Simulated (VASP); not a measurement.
The system is TiC.

```
CELL_PARAMETERS angstrom
-4.33234 4.33234 4.33234
4.33234 -4.33234 4.33234
4.33234 4.33234 -4.33234
ATOMIC_POSITIONS crystal
Ti 0.00000 0.00000 0.00000
Ti 0.00000 0.25000 0.75000
Ti 0.00000 0.50000 0.50000
Ti 0.00000 0.75000 0.25000
Ti 0.25000 0.00000 0.75000
Ti 0.25000 0.25000 0.50000
Ti 0.25000 0.50000 0.25000
Ti 0.25000 0.75000 0.00000
Ti 0.50000 0.00000 0.50000
Ti 0.50000 0.25000 0.25000
Ti 0.50000 0.50000 0.00000
Ti 0.50000 0.75000 0.75000
Ti 0.75000 0.00000 0.25000
Ti 0.75000 0.25000 0.00000
Ti 0.75000 0.50000 0.75000
Ti 0.75000 0.75000 0.50000
C 0.00000 0.00000 0.50000
C 0.00000 0.25000 0.25000
C 0.00000 0.50000 0.00000
C 0.00000 0.75000 0.75000
C 0.25000 0.00000 0.25000
C 0.25000 0.25000 0.00000
C 0.25000 0.50000 0.75000
C 0.25000 0.75000 0.50000
C 0.50000 0.00000 0.00000
C 0.50000 0.25000 0.75000
C 0.50000 0.50000 0.50000
C 0.50000 0.75000 0.25000
C 0.75000 0.00000 0.75000
C 0.75000 0.25000 0.50000
C 0.75000 0.50000 0.25000
C 0.75000 0.75000 0.00000
```

Base run:

```yaml
Program: VASP 6.6.1
Functional: PBE
Potentials_or_basis: VASP PAW PBE potentials, release 64 (Ti_sv, C)
Cutoff: 600 eV
k_mesh: 3 × 3 × 3
Occupations: methfessel-paxton, width 0.1 eV
Spin: no spin polarisation
```

Its results: band gap on the k mesh zero (bands 128 and 129 overlap by 0.17 eV); pressure 0.1 GPa.

Task: The run is repeated on the same cell with these changes: functional from PBE to LDA; potentials or basis from VASP PAW PBE potentials, release 64 (Ti_sv, C) to VASP PAW LDA potentials, release 64 (Ti_sv, C). What comes out?

Result: Band gap on the k mesh zero (bands 128 and 129 overlap by 0.22 eV); pressure -12.3 GPa.

Caveats: the cell stands under tension (at least some runs).
